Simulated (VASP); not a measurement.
# Al2O3 (R-3c) in VASP: relaxation of cell and atoms with LDA

Aim: the relaxation of cell and atoms of Al2O3 with LDA.

Program: VASP 6.6.1. These are calculated values, not measurements. Logs are shortened: lines on timing, memory, paths and dates and some standing lists are left out, and cuts for length are marked.

## Step 1: The cell of the first run

The structure is trigonal, space group R-3c (No. 167). Conventional cell: a = 4.760 Å, b = 4.760 Å, c = 12.996 Å, α = 90.00°, β = 90.00°, γ = 120.00°. Within 2.5 Å of Al (site symmetry 3) lie 6 O at 1.85 to 1.97 Å. Within 2.9 Å of O (site symmetry 2) lie 4 Al at 1.85 to 1.97 Å and 12 O at 2.53 to 2.86 Å.

## Step 2: Relaxation of cell and atoms, LDA, target pressure 10 GPa, at which the enthalpy is minimised

File INCAR:

```
  PREC = Accurate
  ENCUT = 600
  EDIFF = 1E-7
  ISMEAR = 0
  SIGMA = 0.1
  LREAL = False
  LASPH = True
  NELM = 60
  ALGO = Normal
  ISIF = 3
  LWAVE = False
  LCHARG = False
  GGA = CA
  IBRION = 2
  NSW = 80
  EDIFFG = -0.003
  PSTRESS = 100.0
```

File KPOINTS:

```
Automatic mesh
0
Gamma
  6 6 6
```

File POSCAR:

```
Al2O3
1.0
    2.3802500000      1.3742379782      4.3318666667
   -2.3802500000      1.3742379782      4.3318666667
    0.0000000000     -2.7484759565      4.3318666667
Al O
4 6
Direct
    0.3521600000      0.3521600000      0.3521600000
    0.1478400000      0.1478400000      0.1478400000
    0.6478400000      0.6478400000      0.6478400000
    0.8521600000      0.8521600000      0.8521600000
    0.5566800000      0.9433200000      0.2500000000
    0.2500000000      0.5566800000      0.9433200000
    0.9433200000      0.2500000000      0.5566800000
    0.4433200000      0.0566800000      0.7500000000
    0.7500000000      0.4433200000      0.0566800000
    0.0566800000      0.7500000000      0.4433200000
```

Potentials or basis: VASP PAW LDA potentials, release 64 (Al, O).

The run is started by

```bash
$ cat potpaw_LDA.64/Al/POTCAR potpaw_LDA.64/O/POTCAR > POTCAR
$ mpirun -np 1 vasp_std > vasp.out
```

OUTCAR:

```text
PREC = Accurate
   ENCUT = 600
   EDIFF = 1E-7
   ISMEAR = 0
   LREAL = False
   LASPH = True
   NELM = 60
   ISIF = 3
   GGA = CA
   IBRION = 2
   NSW = 80
   EDIFFG = -0.003
   PSTRESS = 100.0

 ion  position               nearest neighbor table
   1  0.352  0.352  0.352-   9 1.85  10 1.85   8 1.85   7 1.97   5 1.97   6 1.97   2 2.66   3 2.79
                             3 2.79   3 2.79   2 3.22   2 3.22   2 3.22
   2  0.148  0.148  0.148-  10 1.85   9 1.85   8 1.85   6 1.97   5 1.97   7 1.97   1 2.66   4 2.79
                             4 2.79   4 2.79   1 3.22   1 3.22   1 3.22
   3  0.648  0.648  0.648-   6 1.85   7 1.85   5 1.85  10 1.97   8 1.97   9 1.97   4 2.66   1 2.79
                             1 2.79   1 2.79   4 3.22   4 3.22   4 3.22
   4  0.852  0.852  0.852-   7 1.85   6 1.85   5 1.85   9 1.97   8 1.97  10 1.97   3 2.66   2 2.79
                             2 2.79   2 2.79   3 3.22   3 3.22   3 3.22
   5  0.557  0.943  0.250-   3 1.85   4 1.85   1 1.97   2 1.97
   6  0.250  0.557  0.943-   3 1.85   4 1.85   2 1.97   1 1.97
   7  0.943  0.250  0.557-   4 1.85   3 1.85   1 1.97   2 1.97
   8  0.443  0.057  0.750-   1 1.85   2 1.85   3 1.97   4 1.97
   9  0.750  0.443  0.057-   1 1.85   2 1.85   4 1.97   3 1.97
  10  0.057  0.750  0.443-   2 1.85   1 1.85   3 1.97   4 1.97

  LATTYP: Found a trigonal (rhomboedric) cell.
 ALAT       =     5.1302230849
 COS(alpha) =     0.5694707703

  Lattice vectors:

 A1 = (   2.3802500000,   1.3742379782,   4.3318666667)
 A2 = (  -2.3802500000,   1.3742379782,   4.3318666667)
 A3 = (   0.0000000000,  -2.7484759565,   4.3318666667)

Analysis of symmetry for initial positions (statically):
=====================================================================
 Subroutine PRICEL returns:
 Original cell was already a primitive cell.

 Routine SETGRP: Setting up the symmetry group for a
 trigonal (rhombohedral) supercell.

 Subroutine GETGRP returns: Found 12 space group operations
 (whereof  6 operations were pure point group operations)
 out of a pool of 12 trial point group operations.

The static configuration has the point symmetry S_6 .
 The point group associated with its full space group is D_3d.

Analysis of symmetry for dynamics (positions and initial velocities):
=====================================================================
 Subroutine PRICEL returns:
 Original cell was already a primitive cell.

 Routine SETGRP: Setting up the symmetry group for a
 trigonal (rhombohedral) supercell.

 Subroutine GETGRP returns: Found 12 space group operations
 (whereof  6 operations were pure point group operations)
 out of a pool of 12 trial point group operations.

The dynamic configuration has the point symmetry S_6 .
 The point group associated with its full space group is D_3d.

 Subroutine INISYM returns: Found 12 space group operations
 (whereof  6 operations are pure point group operations),
 and found     1 'primitive' translations

----------------------------------------------------------------------------------------

                                     Primitive cell

  volume of cell :      85.0180

  direct lattice vectors                    reciprocal lattice vectors
     2.380250000  1.374237978  4.331866667     0.210061968  0.121279334  0.076949121
    -2.380250000  1.374237978  4.331866667    -0.210061968  0.121279334  0.076949121
     0.000000000 -2.748475957  4.331866667     0.000000000 -0.242558668  0.076949121

  length of vectors
     5.130223085  5.130223085  5.130223085     0.254471756  0.254471756  0.254471756

  position of ions in fractional coordinates (direct lattice)
     0.352160000  0.352160000  0.352160000
     0.147840000  0.147840000  0.147840000
     0.647840000  0.647840000  0.647840000
     0.852160000  0.852160000  0.852160000
     0.556680000  0.943320000  0.250000000
     0.250000000  0.556680000  0.943320000
     0.943320000  0.250000000  0.556680000
     0.443320000  0.056680000  0.750000000
     0.750000000  0.443320000  0.056680000
     0.056680000  0.750000000  0.443320000

  ion indices of the primitive-cell ions
   primitive index   ion index
                 1           1
                 2           2
                 3           3
                 4           4
                 5           5
                 6           6
                 7           7
                 8           8
                 9           9
                10          10

----------------------------------------------------------------------------------------

 KPOINTS: Automatic mesh

Automatic generation of k-mesh.
 Grid dimensions read from file:
 generate k-points for:    6    6    6

 Generating k-lattice:

  Cartesian coordinates                     Fractional coordinates (reciprocal lattice)
     0.035010328  0.020213222  0.012824854     0.166666667  0.000000000 -0.000000000
    -0.035010328  0.020213222  0.012824854     0.000000000  0.166666667 -0.000000000
     0.000000000 -0.040426445  0.012824854     0.000000000  0.000000000  0.166666667

  Length of vectors
     0.042411959  0.042411959  0.042411959

  Shift w.r.t. Gamma in fractional coordinates (k-lattice)
     0.000000000  0.000000000  0.000000000

 Subroutine IBZKPT returns following result:
 ===========================================

 Found     32 irreducible k-points:

 Following reciprocal coordinates:
            Coordinates               Weight
  0.000000  0.000000  0.000000      1.000000
  0.166667  0.000000  0.000000      6.000000
  0.333333 -0.000000 -0.000000      6.000000
  0.500000 -0.000000 -0.000000      3.000000
  0.166667  0.166667  0.000000      6.000000
  0.333333  0.166667 -0.000000     12.000000
[... 16 lines left out ...]
  0.500000  0.500000  0.166667      6.000000
 -0.333333  0.500000  0.166667     12.000000
 [... further k-points ...]
   k-points           NKPTS =     32   k-points in BZ     NKDIM =     32   number of bands    NBANDS=     30
   number of dos      NEDOS =    301   number of ions     NIONS =     10
   total plane-waves  NPLWV =  74088
   dimension x,y,z NGX =    42 NGY =   42 NGZ =   42
   dimension x,y,z NGXF=    84 NGYF=   84 NGZF=   84
   ions per type =               4   6
   NGX,Y,Z   is equivalent  to a cutoff of  13.61, 13.61, 13.61 a.u.
   NGXF,Y,Z  is equivalent  to a cutoff of  27.22, 27.22, 27.22 a.u.
 SYSTEM =  unknown system
   PREC   = accura    normal or accurate (medium, high low for compatibility)
   ISTART =      0    job   : 0-new  1-cont  2-samecut
   ICHARG =      2    charge: 1-file 2-atom 10-const
   ISPIN  =      1    spin polarized calculation?
   LNONCOLLINEAR =      F non collinear calculations
   LSORBIT =      F    spin-orbit coupling
   LASPH  =      T    aspherical Exc in radial PAW
   ENCUT  =  600.0 eV  44.10 Ry    6.64 a.u.  10.25 10.25 10.25*2*pi/ulx,y,z
   NELM   =     60;   NELMIN=  2; NELMDL= -5     # of ELM steps
   EDIFF  = 0.1E-06   stopping-criterion for ELM
   LREAL  =      F    real-space projection
   EDIFFG = -.3E-02   stopping-criterion for IOM
   NSW    =     80    number of steps for IOM
   IBRION =      2    ionic relax: 0-MD 1-quasi-New 2-CG
   NFREE  =      1    steps in history (QN), initial steepest desc. (CG)
   ISIF   =      3    stress and relaxation
   ISYM   =      2    0-nonsym 1-usesym 2-fastsym
   POTIM  = 0.5000    time-step for ionic-motion
   TEBEG  =    0.0;   TEEND  =   0.0 temperature during run
   PSTRESS=  100.0 pullay stress
   NELECT =      48.0000    total number of electrons
   NUPDOWN=      -1.0000    fix difference up-down
   EMIN   =  10.00;   EMAX   =-10.00  energy-range for DOS
   EFERMI =   0.00;   METHOD = LEGACY
   ISMEAR =     0;   SIGMA  =   0.10  broadening in eV -4-tet -1-fermi 0-gaus
   EFERMI_NEDOS =   21; number of points for ismear=-14 and -15
   IALGO  =     38    algorithm
   IMIX   =      4    mixing-type and parameters
     AMIX     =   0.40;   BMIX     =  1.00
     AMIX_MAG =   1.60;   BMIX_MAG =  1.00
  volume/ion in A,a.u.               =       8.50        57.37
  Fermi-wavevector in a.u.,A,eV,Ry     =   1.353064  2.556920 24.909299  1.830782
  Thomas-Fermi vector in A             =   2.480350
   LORBIT       =      0    0 simple, 1 ext, 2 COOP (PROOUT), +10 PAW based schemes
   GGA     = CA    functional components
   LHFCALC =     F    Hartree Fock is set to
   AEXX    =    0.0000 exact exchange contribution
   IVDW    =     0    specifies the selected vdW correction
   LEPSILON=     F    determine dielectric tensor
   LRPA    =     F    only Hartree local field effects (RPA)
 conjugate gradient relaxation of ions
 non-spin polarized calculation
 Gauss-broadening in eV      SIGMA  =   0.10
  energy-cutoff  :      600.00
  volume of cell :       85.02
 maximum number of plane-waves:      2873
 NGX is ok and might be reduce to    42
   NGX = 21   NGY = 21   NGZ = 21

--------------------------------------- Ionic step        1  -------------------------------------------

 number of electron      48.0000003 magnetization

 Free energy of the ion-electron system (eV)
  ---------------------------------------------------
  ext. energy  EPLUGINS =         0.00000000
  ---------------------------------------------------
  free energy    TOTEN  =       -83.10552360 eV

  energy without entropy =      -83.10552360  energy(sigma->0) =      -83.10552360

------------------------ aborting loop because EDIFF is reached ----------------------------------------

  FORCE on cell =-STRESS in cart. coord.  units (eV):
  Direction    XX          YY          ZZ          XY          YZ          ZX
  --------------------------------------------------------------------------------------
  -------------------------------------------------------------------------------------
  Total       -2.5209395     -2.5209395     -2.7442264      0.0000000      0.0000000      0.0000000
  in kB      -47.5074984    -47.5074984    -51.7153744      0.0000000      0.0000000      0.0000000
  external PRESSURE =    -148.9101237 kB  Pullay stress =     100.0000000 kB
[... 121 lines left out ...]
  energy  without entropy=      -83.0472956181  energy(sigma->0) =      -83.04729562

  enthalpy is  TOTEN    =       -78.0230908552 eV   P V=        5.0242047630

[... ionic steps 4 to 9 ...]

--------------------------------------- Ionic step       10  -------------------------------------------

 number of electron      48.0000003 magnetization

------------------------ aborting loop because EDIFF is reached ----------------------------------------
[... 87 lines left out ...]
--------------------------------------- Ionic step       12  -------------------------------------------

 number of electron      48.0000003 magnetization

 Free energy of the ion-electron system (eV)
  ---------------------------------------------------
  ext. energy  EPLUGINS =         0.00000000
  ---------------------------------------------------
  free energy    TOTEN  =       -83.04406473 eV

  energy without entropy =      -83.04406473  energy(sigma->0) =      -83.04406473

 E-fermi :   6.9198     XC(G=0): -12.4391

 val. band max:        6.4844827815   @ k =   0.0000   0.0000   0.0000
 cond. band min:      13.3513390779   @ k =   0.0000   0.0000   0.0000
 fundamental gap:      6.8668562964
 Fermi energy:         6.9198257842

 k-point     1 :       0.0000    0.0000    0.0000
  band No.  band energies     occupation
      1     -12.9961      2.00000
      2     -10.3293      2.00000
      3     -10.0133      2.00000
      4     -10.0133      2.00000
      5      -9.6577      2.00000
      6      -9.6577      2.00000
[... 781 lines left out ...]
     29      17.4299      0.00000
     30      17.8837      0.00000

 [... further k-points ...]

------------------------ aborting loop because EDIFF is reached ----------------------------------------

  FORCE on cell =-STRESS in cart. coord.  units (eV):
  Direction    XX          YY          ZZ          XY          YZ          ZX
  --------------------------------------------------------------------------------------
  -------------------------------------------------------------------------------------
  Total        5.0227481      5.0227481      5.0132227      0.0000000     -0.0000000      0.0000000
  in kB      100.0516412    100.0516412     99.8618987      0.0000000     -0.0000000      0.0000000
  external PRESSURE =      -0.0116063 kB  Pullay stress =     100.0000000 kB
[... 29 lines left out ...]
  energy  without entropy=      -83.0440647314  energy(sigma->0) =      -83.04406473

  enthalpy is  TOTEN    =       -78.0239091352 eV   P V=        5.0201555962

 reached required accuracy - stopping structural energy minimisation
```

It took 9.2 min on 1 thread of Intel Xeon Platinum 8259CL at 2.50GHz (Skylake/Cascade Lake), shared host; peak memory 0.26 GiB.

Results:

```
Free energy                                                : -83.0441 eV
Relaxed volume                                             : 8.04 Å³/atom
Relaxed cell                                               : a = 5.030 Å, b = 5.030 Å, c = 5.030 Å, α = 55.42°, β = 55.42°, γ = 55.42°
Space group after relaxing (to 0.1 Å)                      : R-3c (No. 167)
Energy change on relaxing (the run minimises the enthalpy) : +6.1 meV/atom
Ionic steps                                                : 12
Pressure after relaxing                                    : 10.0 GPa
Band gap on the k mesh                                     : 6.87 eV
```

The path:
```
step  energy change (eV)  largest force (eV/Å)  pressure (GPa)  volume (Å³)
   1              0.0000                0.1259           -4.89        85.02
   2              0.6569                0.1926           30.83        75.66
   3              0.0582                0.0557            9.81        80.50
   4              0.0637                0.0554           10.14        80.41
   5              0.0637                0.0209           10.13        80.40
   6              0.0635                0.0070           10.13        80.40
   7              0.0595                0.0032            9.88        80.46
   8              0.0611                0.0033            9.98        80.44
   9              0.0611                0.0034            9.98        80.44
  10              0.0612                0.0036            9.99        80.44
  11              0.0612                0.0035            9.99        80.44
  12              0.0615                0.0009           10.00        80.43
```

Final structure:
```
CELL_PARAMETERS angstrom
2.33909 1.35048 4.24367
-2.33909 1.35048 4.24367
0.00000 -2.70095 4.24367
ATOMIC_POSITIONS crystal
Al 0.35193 0.35193 0.35193
Al 0.14807 0.14807 0.14807
Al 0.64807 0.64807 0.64807
Al 0.85193 0.85193 0.85193
O 0.55615 0.94385 0.25000
O 0.25000 0.55615 0.94385
O 0.94385 0.25000 0.55615
O 0.44385 0.05615 0.75000
O 0.75000 0.44385 0.05615
O 0.05615 0.75000 0.44385
```

Caveat: the cell is relaxed towards a set pressure, so the run minimises the enthalpy, not the energy. A k mesh can miss the band edges.
